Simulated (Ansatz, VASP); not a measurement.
**Lu in VASP and in Ansatz**

```
Lu
1.0
    -1.43698    1.43698    1.43698
     1.43698   -1.43698    1.43698
     1.43698    1.43698   -1.43698
Lu
1
Direct
  0.00000 0.00000 0.00000
```

Change from the starting cell: volume scaled by 0.4, PAW files, partial_waves polarizable.

Alike in both runs: task single point; functional PBE; k mesh 14 × 14 × 14; occupations fermi-dirac, width 0.1 eV; no spin polarisation.

|  | VASP | Ansatz |
| --- | --- | --- |
| version | VASP 6.6.1 | Ansatz 0.2.0 |
| potentials or method | VASP PAW PBE potentials, release 64 (Lu) | PAW with Ansatz's default frozen-core files, scalar-relativistic |
| plane-wave cutoff (eV) | 520 | 420 |
| valence electrons in the cell | 25 | 25 |

VASP gave:

| Item | Value |
| --- | --- |
| pressure (GPa) | 189.3 |

Which values does Ansatz return?

Pressure (GPa): 184.0.

Both programs put the cell under a high pressure, so it lies far from rest at this level.

Neither program's run includes spin-orbit coupling. Noted on VASP's run: the cell as given lies far from equilibrium.
